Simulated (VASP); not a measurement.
# SiNi2 (P4mm) in VASP: further runs

SiNi2 is run at these levels: PBE; tasks: single point, relaxation of cell and atoms.

All numbers are computed with VASP 6.6.1; they aren't measurements. Logs are shortened: lines on timing, memory, paths and dates and some standing lists are left out, and cuts for length are marked.

## (1) The cell of the first run

Symmetry: P4mm, No. 99, tetragonal system. Conventional cell: a = 2.565 Å, b = 2.565 Å, c = 5.497 Å, α = 90.00°, β = 90.00°, γ = 90.00°. Si (site symmetry 4mm) has 5 Ni at 2.20 to 2.36 Å and 4 Si at 2.57 Å within 2.9 Å. Ni (site symmetry 4mm) has 1 Si at 2.20 Å and 8 Ni at 2.55 to 2.57 Å within 2.9 Å. Within 3.1 Å of Ni (site symmetry 4mm) lie 4 Si at 2.36 Å and 8 Ni at 2.55 to 2.57 Å.

The cell was generated, and may not be a known phase.

## (2) Single point, PBE, collinear spin, ferromagnetic start

INCAR

```
SYSTEM = SiNi2
  ALGO = Normal
  EDIFF = 1E-6
  ENCUT = 600
  GGA = PE
  GGA_COMPAT = .False.
  ISIF = 2
  ISMEAR = 0
  ISPIN = 2
  LASPH = .True.
  LCHARG = .False.
  LMAXMIX = 4
  LORBIT = 11
  LREAL = .False.
  LWAVE = .False.
  MAGMOM = 0 2 2
  NBANDS = 23
  NELM = 200
  PREC = Accurate
  SIGMA = 0.1
```

KPOINTS

```
k-points
0
Gamma
  6 6 4
  0 0 0
```

POSCAR

```
SiNi2
1.0
    2.5650136655      0.0000000000      0.0000000000
    0.0000000000      2.5650136655      0.0000000000
    0.0000000000      0.0000000000      5.4973921224
Si Ni
1 2
Direct
    0.0000000000      0.0000000000      0.3798206221
    0.0000000000      0.0000000000      0.9790820263
    0.5000000000      0.5000000000      0.6540513416
```

Potentials or basis: VASP PAW PBE potentials, release 64 (Si, Ni).

On the command line:

```console
$ cat potpaw_PBE.64/Si/POTCAR potpaw_PBE.64/Ni/POTCAR > POTCAR
$ mpirun -np 1 vasp_std > vasp.out
```

OUTCAR:

```text
SYSTEM = SiNi2
   EDIFF = 1E-6
   ENCUT = 600
   GGA = PE
   ISIF = 2
   ISMEAR = 0
   ISPIN = 2
   LASPH = .True.
   LORBIT = 11
   LREAL = .False.
   NELM = 200
   PREC = Accurate

 ion  position               nearest neighbor table
   1  0.000  0.000  0.380-   2 2.20   3 2.36   3 2.36   3 2.36   3 2.36
   2  0.000  0.000  0.979-   1 2.20   3 2.55   3 2.55   3 2.55   3 2.55
   3  0.500  0.500  0.654-   1 2.36   1 2.36   1 2.36   1 2.36   2 2.55   2 2.55   2 2.55   2 2.55

  LATTYP: Found a simple tetragonal cell.
 ALAT       =     2.5650136655
 C/A-ratio  =     2.1432213779

  Lattice vectors:

 A1 = (   2.5650136655,   0.0000000000,   0.0000000000)
 A2 = (   0.0000000000,   2.5650136655,   0.0000000000)
 A3 = (   0.0000000000,   0.0000000000,   5.4973921224)

Analysis of symmetry for initial positions (statically):
=====================================================================
 Subroutine PRICEL returns:
 Original cell was already a primitive cell.

 Routine SETGRP: Setting up the symmetry group for a
 simple tetragonal supercell.

 Subroutine GETGRP returns: Found  8 space group operations
 (whereof  8 operations were pure point group operations)
 out of a pool of 16 trial point group operations.

The static configuration has the point symmetry C_4v.

Analysis of symmetry for dynamics (positions and initial velocities):
=====================================================================
 Subroutine PRICEL returns:
 Original cell was already a primitive cell.

 Routine SETGRP: Setting up the symmetry group for a
 simple tetragonal supercell.

 Subroutine GETGRP returns: Found  8 space group operations
 (whereof  8 operations were pure point group operations)
 out of a pool of 16 trial point group operations.

The dynamic configuration has the point symmetry C_4v.

Analysis of structural, dynamic, and magnetic symmetry:
=====================================================================
 Subroutine PRICEL returns:
 Original cell was already a primitive cell.

 Routine SETGRP: Setting up the symmetry group for a
 simple tetragonal supercell.

 Subroutine GETGRP returns: Found  8 space group operations
 (whereof  8 operations were pure point group operations)
 out of a pool of 16 trial point group operations.

The overall configuration has the point symmetry C_4v.

 Subroutine INISYM returns: Found  8 space group operations
 (whereof  8 operations are pure point group operations),
 and found     1 'primitive' translations

----------------------------------------------------------------------------------------
[... 116 lines left out ...]
  volume/ion in A,a.u.               =      12.06        81.36
  Fermi-wavevector in a.u.,A,eV,Ry     =   1.427907  2.698353 27.741164  2.038918
  Thomas-Fermi vector in A             =   2.548026
   LORBIT       =     11    0 simple, 1 ext, 2 COOP (PROOUT), +10 PAW based schemes
   GGA     = PE    functional components
   LHFCALC =     F    Hartree Fock is set to
   AEXX    =    0.0000 exact exchange contribution
   IVDW    =     0    specifies the selected vdW correction
   LEPSILON=     F    determine dielectric tensor
   LRPA    =     F    only Hartree local field effects (RPA)
 spin polarized calculation
 Gauss-broadening in eV      SIGMA  =   0.10
  energy-cutoff  :      600.00
  volume of cell :       36.17
 maximum number of plane-waves:      1222
   NGX = 11   NGY = 11   NGZ = 21

 number of electron      24.0000022 magnetization       0.0191230

 Free energy of the ion-electron system (eV)
  ---------------------------------------------------
  ext. energy  EPLUGINS =         0.00000000
  ---------------------------------------------------
  free energy    TOTEN  =       -16.75440901 eV

  energy without entropy =      -16.74099291  energy(sigma->0) =      -16.74770096

 E-fermi :   9.4833     XC(G=0): -12.3400

 val. band max:        9.4606079282   @ k =   0.3333   0.0000   0.5000
 cond. band min:       9.4933847093   @ k =   0.5000   0.0000   0.0000
 fundamental gap:      0.0327767811
 Fermi energy:         9.4833324721

 spin component 1

 k-point     1 :       0.0000    0.0000    0.0000
  band No.  band energies     occupation
      1      -3.2592      1.00000
      2       3.1213      1.00000
      3       4.0731      1.00000
      4       5.9464      1.00000
      5       6.5017      1.00000
      6       7.2165      1.00000
[... 613 lines left out ...]
     22      27.6783      0.00000
     23      27.9311      0.00000

 [... further k-points ...]

 spin component 2

 k-point     1 :       0.0000    0.0000    0.0000
  band No.  band energies     occupation
      1      -3.2584      1.00000
      2       3.1213      1.00000
      3       4.0738      1.00000
      4       5.9517      1.00000
      5       6.5102      1.00000
      6       7.2397      1.00000
[... 613 lines left out ...]
     22      27.6787      0.00000
     23      27.9314      0.00000

 [... further k-points ...]
[... 5 lines left out ...]
  --------------------------------------------------------------------------------------
  -------------------------------------------------------------------------------------
  Total        0.0736361      0.0736361      0.0928408      0.0000000      0.0000000      0.0000000
  in kB        3.2618592      3.2618592      4.1125692      0.0000000      0.0000000      0.0000000
  external PRESSURE =       3.5454292 kB  Pullay stress =       0.0000000 kB

 VOLUME and BASIS-vectors are now :
 -----------------------------------------------------------------------------
  energy-cutoff  :      600.00
  volume of cell :       36.17
      direct lattice vectors                 reciprocal lattice vectors
     2.565013665  0.000000000  0.000000000     0.389861471  0.000000000  0.000000000
     0.000000000  2.565013665  0.000000000     0.000000000  0.389861471  0.000000000
     0.000000000  0.000000000  5.497392122     0.000000000  0.000000000  0.181904434

 POSITION                                       TOTAL-FORCE (eV/Angst)
 -----------------------------------------------------------------------------------
      0.00000      0.00000      2.08802         0.000000      0.000000     -0.001287
      0.00000      0.00000      5.38240         0.000000      0.000000     -0.013413
      1.28251      1.28251      3.59558         0.000000     -0.000000      0.014699
 -----------------------------------------------------------------------------------
    total drift:                               -0.000000     -0.000000     -0.000167

  FREE ENERGIE OF THE ION-ELECTRON SYSTEM (eV)
  ---------------------------------------------------
  free  energy   TOTEN  =       -16.7544090102 eV

  energy  without entropy=      -16.7409929111  energy(sigma->0) =      -16.74770096

 total charge

# of ion       s       p       d       tot
------------------------------------------
    1        0.750   0.877   0.000   1.626
    2        0.480   0.423   8.357   9.260
    3        0.492   0.583   8.444   9.519
--------------------------------------------------
tot          1.722   1.882  16.801  20.406

 magnetization (x)

# of ion       s       p       d       tot
------------------------------------------
    1        0.000   0.000   0.000   0.000
    2       -0.000  -0.000   0.016   0.016
    3       -0.000  -0.000   0.004   0.004
--------------------------------------------------
tot          0.000  -0.000   0.020   0.020
```

Run time: 27 s. Hardware: 1 thread of Intel Xeon 6975P-C (Granite Rapids), shared host; peak memory 0.19 GiB.

Results:

* Free energy: -16.7544 eV
* Pressure: 0.4 GPa
* Largest force: 0.015 eV/Å
* Band gap on the k mesh: zero (filled and empty bands overlap)
* Net moment: 0.02 μB per cell
* Valence electrons inside the program's atomic spheres: Si 1.63; Ni 9.26, 9.52

Forces on the atoms (eV/Å):
```
Si   0.000  0.000 -0.001
Ni   0.000  0.000 -0.013
Ni   0.000  0.000  0.015
```

Stress tensor (GPa, compression positive):
```
0.33 0.00 0.00
0.00 0.33 0.00
0.00 0.00 0.41
```

Caveat: the k points lie up to 0.41 Å⁻¹ apart, too coarse for converged energies and pressures of a metal; the moments typed at the start vanished in this run.

## (3) Single point, PBE, collinear spin, ferromagnetic start

This run uses another cell than the first one, of 14.20 Å³/atom.

INCAR

```
ALGO = Normal
EDIFF = 1E-6
ENCUT = 600
GGA = PE
GGA_COMPAT = False
ISIF = 2
ISMEAR = 0
ISPIN = 2
LASPH = True
LCHARG = False
LMAXMIX = 4
LORBIT = 11
LREAL = False
LWAVE = False
MAGMOM = 0 2 2
NBANDS = 23
NELM = 200
PREC = Accurate
SIGMA = 0.1
```

KPOINTS

```
k-points
0
Gamma
  6 6 4
```

POSCAR

```
SiNi2
1.0
    3.0159787000      0.0000000000      0.0000000000
    0.0000000000      3.0159787000      0.0000000000
    0.0000000000      0.0000000000      4.6832227400
Si Ni
1 2
Direct
    0.0000000000      0.0000000000      0.3998138600
    0.0000000000      0.0000000000      0.8813347600
    0.5000000000      0.5000000000      0.7318053700
```

Potentials or basis: VASP PAW PBE potentials, release 64 (Si, Ni).

On the command line:

```console
$ cat potpaw_PBE.64/Si/POTCAR potpaw_PBE.64/Ni/POTCAR > POTCAR
$ mpirun -np 1 vasp_std > vasp.out
```

OUTCAR:

```text
EDIFF = 1E-6
   ENCUT = 600
   GGA = PE
   ISIF = 2
   ISMEAR = 0
   ISPIN = 2
   LASPH = True
   LORBIT = 11
   LREAL = False
   NELM = 200
   PREC = Accurate

 ion  position               nearest neighbor table
   1  0.000  0.000  0.400-   2 2.26   2 2.43   3 2.64   3 2.64   3 2.64   3 2.64
   2  0.000  0.000  0.881-   3 2.24   3 2.24   3 2.24   3 2.24   1 2.26   1 2.43
   3  0.500  0.500  0.732-   2 2.24   2 2.24   2 2.24   2 2.24   1 2.64   1 2.64   1 2.64   1 2.64

  LATTYP: Found a simple tetragonal cell.
 ALAT       =     3.0159787000
 C/A-ratio  =     1.5528036521

  Lattice vectors:

 A1 = (   3.0159787000,   0.0000000000,   0.0000000000)
 A2 = (   0.0000000000,   3.0159787000,   0.0000000000)
 A3 = (   0.0000000000,   0.0000000000,   4.6832227400)

Analysis of symmetry for initial positions (statically):
=====================================================================
 Subroutine PRICEL returns:
 Original cell was already a primitive cell.

 Routine SETGRP: Setting up the symmetry group for a
 simple tetragonal supercell.

[... 823 lines left out ...]
      3       3.4681      1.00000
      4       3.9448      1.00000
      5       4.6019      1.00000
      6       5.7062      1.00000
[... 613 lines left out ...]
     22      20.3059      0.00000
     23      22.7391      0.00000

 [... further k-points ...]
[... 5 lines left out ...]
  --------------------------------------------------------------------------------------
  -------------------------------------------------------------------------------------
  Total        1.8658327      1.8658327     -1.7771807      0.0000000      0.0000000      0.0000000
  in kB       70.1749207     70.1749207    -66.8406727      0.0000000      0.0000000      0.0000000
  external PRESSURE =      24.5030563 kB  Pullay stress =       0.0000000 kB

 VOLUME and BASIS-vectors are now :
 -----------------------------------------------------------------------------
  energy-cutoff  :      600.00
  volume of cell :       42.60
      direct lattice vectors                 reciprocal lattice vectors
     3.015978700  0.000000000  0.000000000     0.331567328  0.000000000  0.000000000
     0.000000000  3.015978700  0.000000000     0.000000000  0.331567328  0.000000000
     0.000000000  0.000000000  4.683222740     0.000000000  0.000000000  0.213528174

 POSITION                                       TOTAL-FORCE (eV/Angst)
 -----------------------------------------------------------------------------------
      0.00000      0.00000      1.87242        -0.000000     -0.000000     -0.255075
      0.00000      0.00000      4.12749         0.000000     -0.000000      2.515918
      1.50799      1.50799      3.42721         0.000000      0.000000     -2.260844
 -----------------------------------------------------------------------------------
    total drift:                                0.000000      0.000000      0.000122

  FREE ENERGIE OF THE ION-ELECTRON SYSTEM (eV)
  ---------------------------------------------------
  free  energy   TOTEN  =       -15.1510653587 eV

  energy  without entropy=      -15.1288694021  energy(sigma->0) =      -15.13996738

 total charge

# of ion       s       p       d       tot
------------------------------------------
    1        0.825   0.709   0.000   1.534
    2        0.543   0.510   8.424   9.477
    3        0.511   0.461   8.420   9.392
--------------------------------------------------
tot          1.879   1.680  16.844  20.402

 magnetization (x)

# of ion       s       p       d       tot
------------------------------------------
    1        0.006   0.013   0.000   0.018
    2        0.004   0.003   0.279   0.286
    3       -0.002   0.004   0.237   0.238
--------------------------------------------------
tot          0.008   0.019   0.516   0.543
```

OSZICAR:

```text
N       E                     dE             d eps       ncg     rms          rms(c)
DAV:   1     0.127515635509E+03    0.12752E+03   -0.10773E+04  2776   0.135E+03
DAV:   2    -0.926538721264E+01   -0.13678E+03   -0.12805E+03  2823   0.256E+02
[... 32 lines left out ...]
DAV:  35    -0.151511319022E+02    0.41265E-05   -0.27750E-05  3796   0.441E-02    0.276E-02
DAV:  36    -0.151511048059E+02    0.27096E-04   -0.16218E-04  3323   0.178E-01    0.248E-02
DAV:  37    -0.151510763895E+02    0.28416E-04   -0.25694E-04  3495   0.208E-01    0.241E-02
DAV:  38    -0.151510326255E+02    0.43764E-04   -0.36968E-04  3401   0.252E-01    0.323E-02
DAV:  39    -0.151510649885E+02   -0.32363E-04   -0.15623E-04  3329   0.179E-01    0.234E-02
DAV:  40    -0.151510653587E+02   -0.37016E-06   -0.32441E-06  2672   0.174E-02
   1 F= -.15151065E+02 E0= -.15139967E+02  d E =-.221960E-01  mag=     0.5782
```

It took 62 s on 1 thread of Intel Xeon 6975P-C (Granite Rapids), shared host; peak memory 0.2 GiB.

What came out:

- Free energy: -15.1511 eV
- Pressure: 2.5 GPa
- Largest force: 2.516 eV/Å
- Net moment: 0.57 μB per cell
- Site moments: Si +0.02; Ni +0.29, +0.24 μB
- Valence electrons inside the program's atomic spheres: Si 1.53; Ni 9.48, 9.39

Forces in eV/Å, atoms in the order of the input:
```
Si   0.000  0.000 -0.255
Ni   0.000  0.000  2.516
Ni   0.000  0.000 -2.261
```

Stress tensor (GPa, compression positive):
```
 7.02  0.00  0.00
 0.00  7.02  0.00
 0.00  0.00 -6.68
```

Levels at points of the mesh, in eV from the Fermi level:
Spin up:
| k point | band 9 | band 10 | band 11 | band 12 | band 13 | band 14 | band 15 | band 16 |
| --- | --- | --- | --- | --- | --- | --- | --- | --- |
| (0.00, 0.00, 0.00) | -1.45 | -1.45 | -0.46 | -0.10 | 0.21 | 4.04 | 4.04 | 7.34 |
| (0.50, 0.00, 0.00) | -1.13 | -0.69 | -0.68 | -0.62 | -0.27 | 1.76 | 3.47 | 5.16 |
| (0.50, 0.50, 0.00) | -1.69 | -1.69 | -1.00 | -0.99 | -0.10 | 2.08 | 2.64 | 4.98 |
| (0.00, 0.00, 0.50) | -1.42 | -1.42 | -0.49 | 0.21 | 5.02 | 5.02 | 5.84 | 6.79 |
| (0.50, 0.00, 0.50) | -0.90 | -0.67 | -0.61 | -0.32 | -0.17 | -0.17 | 6.73 | 8.08 |
| (0.50, 0.50, 0.50) | -1.52 | -1.00 | -0.99 | -0.05 | -0.05 | 1.87 | 1.87 | 2.20 |
Spin down:
```tsv
k point	band 10	band 11	band 12	band 13	band 14	band 15
(0.00, 0.00, 0.00)	-1.21	-0.25	0.13	0.60	4.10	4.10
(0.50, 0.00, 0.00)	-0.39	-0.35	-0.35	-0.13	1.82	3.59
(0.50, 0.50, 0.00)	-1.42	-0.84	-0.75	0.10	2.20	2.77
(0.00, 0.00, 0.50)	-1.18	-0.29	0.59	5.10	5.10	5.95
(0.50, 0.00, 0.50)	-0.34	-0.32	-0.20	0.05	0.13	6.81
(0.50, 0.50, 0.50)	-0.84	-0.75	0.12	0.12	1.95	1.95
```

Caveat: the stress differs along the axes, from -7 to 7 GPa; forces of over 1 eV/Å act on the atoms, so gaps and moduli don't describe the material at rest.

## (4) Single point, PBE

This run uses another cell than the first one, of 12.11 Å³/atom.

INCAR

```
SYSTEM = SiNi2
  PREC = Accurate
  ENCUT = 600
  EDIFF = 1E-6
  ISMEAR = 0
  SIGMA = 0.1
  LREAL = .False.
  LASPH = .True.
  NELM = 120
  ALGO = Normal
  ISIF = 2
  LWAVE = .False.
  LCHARG = .False.
  GGA = PE
  NBANDS = 19
  GGA_COMPAT = .False.
```

KPOINTS

```
regular mesh
0
Gamma
  18 18 8
  0 0 0
```

POSCAR

```
SiNi2
1.0
    2.5772898311      0.0000000000      0.0000000000
    0.0000000000      2.5772898311      0.0000000000
    0.0000000000      0.0000000000      5.4679422051
Si Ni
1 2
Direct
    0.0000000000      0.0000000000      0.3809328340
    0.0000000000      0.0000000000      0.9784121380
    0.5000000000      0.5000000000      0.6536090180
```

On the command line:

```console
$ cat potpaw_PBE.64/Si/POTCAR potpaw_PBE.64/Ni/POTCAR > POTCAR
$ mpirun -np 1 vasp_std > vasp.out
```

Run time: 78 s. Hardware: 1 thread of Intel Xeon 6975P-C (Granite Rapids), shared host; peak memory 0.33 GiB.

Results (log left out):

| Quantity | Value |
| --- | --- |
| Free energy | -16.7335 eV |
| Pressure | 0.3 GPa |
| Largest force | 0.027 eV/Å |
| Band gap on the k mesh | zero (bands 12 and 13 overlap by 1.26 eV) |

Forces on the atoms (eV/Å):
```
Si   0.000  0.000  0.013
Ni   0.000  0.000 -0.027
Ni   0.000  0.000  0.014
```

Stress tensor (GPa, compression positive):
```
0.28 0.00 0.00
0.00 0.28 0.00
0.00 0.00 0.46
```

Levels at points of the mesh, in eV from the Fermi level:
```csv
k point,band 10,band 11,band 12,band 13,band 14,band 15
"(0.00, 0.00, 0.00)",-1.19,-0.82,-0.82,-0.29,7.63,7.63
"(0.50, 0.00, 0.00)",-0.78,-0.77,-0.46,0.00,0.61,4.10
"(0.50, 0.50, 0.00)",-0.98,-0.57,0.12,0.82,2.51,4.87
"(0.00, 0.00, 0.50)",-0.90,-0.90,-0.29,-0.11,4.07,7.99
"(0.50, 0.00, 0.50)",-1.82,-0.75,-0.75,0.57,0.78,6.46
"(0.50, 0.50, 0.50)",0.12,0.70,0.70,1.21,2.54,2.87
```

Spin polarisation is off, so any magnetic state and its effect on volume and gap are missing.

(Part 1 of 2 ends here.)

The gap in the log of VASP goes by the Fermi energy; the results here count the filled bands.